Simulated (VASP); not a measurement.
Set up this calculation in VASP 6.6.1, as the native input.

```
Task                   : single point
Functional             : r2SCAN
Potentials or basis    : VASP PAW PBE potentials, release 64 (Sn_d, O)
Cutoff                 : 520 eV
k mesh                 : 6 × 6 × 8
Occupations            : gaussian, width 0.05 eV
Spin                   : no spin polarisation
Dipole correction      : no
Further INCAR settings : ALGO = Normal; EDIFF = 1e-06; NBANDS = 35
```

SnO2:

```xyz
6
Lattice="4.7374 0.0000 0.0000 0.0000 4.7374 0.0000 0.0000 0.0000 3.1864" Properties=species:S:1:pos:R:3 pbc="T T T"
Sn   -0.1061   -0.1061    0.0000
Sn    2.3687    2.3687    1.5932
O     1.4478    1.4478    0.0000
O     0.9208    3.8165    1.5932
O     3.2895    3.2895    0.0000
O     3.8165    0.9208    1.5932
```

This cell differs from its parent crystal: atom 1 (Sn) moved -0.150 Å towards its neighbour atom 3 (O) at 2.048 Å.

These files were run (other wordings do the same):

POSCAR

```
SnO2
1.0
    4.7373500000      0.0000000000      0.0000000000
    0.0000000000      4.7373500000      0.0000000000
    0.0000000000      0.0000000000      3.1864000000
Sn O
2 4
Direct
   -0.0223893141     -0.0223893141      0.0000000000
    0.5000000000      0.5000000000      0.5000000000
    0.3056200000      0.3056200000      0.0000000000
    0.1943800000      0.8056200000      0.5000000000
    0.6943800000      0.6943800000      0.0000000000
    0.8056200000      0.1943800000      0.5000000000
```

INCAR.step1

```
SYSTEM = SnO2
ALGO = Normal ; EDIFF = 1E-4
ENCUT = 520 ; GGA = PE
ISMEAR = 0 ; LASPH = .TRUE.
LCHARG = .FALSE. ; LREAL = .FALSE.
LWAVE = .TRUE. ; NBANDS = 35
NELM = 100 ; PREC = Accurate
SIGMA = 0.05
```

INCAR.step2

```
SYSTEM = SnO2
ALGO = Normal ; EDIFF = 1E-6
ENCUT = 520 ; ISIF = 2
ISMEAR = 0 ; ISTART = 1
LASPH = .TRUE. ; LCHARG = .TRUE.
LELF = .TRUE. ; LMIXTAU = .TRUE.
LREAL = .FALSE. ; LVHAR = .TRUE.
LWAVE = .FALSE. ; METAGGA = R2SCAN
NBANDS = 35 ; NELM = 100
PREC = Accurate ; SIGMA = 0.05
```

KPOINTS

```
k-points
0
G
  6 6 8
  0 0 0
```

Potentials or basis: VASP PAW PBE potentials, release 64 (Sn_d, O).

The run is started by

```bash
$ cat potpaw_PBE.64/Sn_d/POTCAR potpaw_PBE.64/O/POTCAR > POTCAR
$ cp INCAR.step1 INCAR
$ mpirun -np 1 vasp_std > vasp.out
$ cp INCAR.step2 INCAR
$ mpirun -np 1 vasp_std > vasp.out
```

Results of the run:

```
Pressure               : 6.1 GPa
Largest force          : 4.299 eV/Å
Band gap on the k mesh : 1.80 eV
```

Caveat: the cell differs from its parent crystal (atom 1 (Sn) moved -0.150 Å towards its neighbour atom 3 (O) at 2.048 Å); the cell stands under pressure; the PAW data sets were made with another functional, which shifts forces and pressure a little; spin-orbit coupling is left out, which moves the levels of the heavy elements.

Run time: 16 min on 1 thread of Intel Xeon 8259CL, with other jobs on the host, peak memory 0.23 GiB.
